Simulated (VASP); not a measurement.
A run of VASP 6.6.1 is set up as follows.

Contents of INCAR:

```
PREC = Accurate ; ENCUT = 520
EDIFF = 1E-7 ; ISMEAR = 0
SIGMA = 0.05 ; LREAL = F
LASPH = T ; NELM = 80
ALGO = Normal ; ISIF = 2
LWAVE = F ; LCHARG = F
GGA = CA ; NBANDS = 24
ISYM = 0
```

The input KPOINTS:

```
regular mesh
0
Gamma
  9 9 8
```

POSCAR

```
SrO
1.0
    0.0000000000     -2.5532021385     -2.5532021385
   -2.5532021385      0.0000000000     -2.5532021385
    2.5532021385      2.5532021385     -5.1064042771
Sr O
2 2
Direct
    0.0000000000      0.0000000000      0.0000000000
    0.5000000000      0.5000000000      0.5000000000
    0.7500000000      0.7500000000      0.7500000000
    0.2500000000      0.2500000000      0.2500000000
```

Potentials or basis: VASP PAW LDA potentials, release 64 (Sr_sv, O).

Launch:

```sh
$ cat potpaw_LDA.64/Sr_sv/POTCAR potpaw_LDA.64/O/POTCAR > POTCAR
$ mpirun -np 1 vasp_std > vasp.out
```

Task: Estimate the band gap on the k mesh.

Result: 3.14 eV.

Task: What does it give for the pressure?

Result: -1.7 GPa.

Caveat: the cell differs from its parent crystal (the cell strained); an odd mesh through Γ misses points on the zone boundary, where band edges can lie.
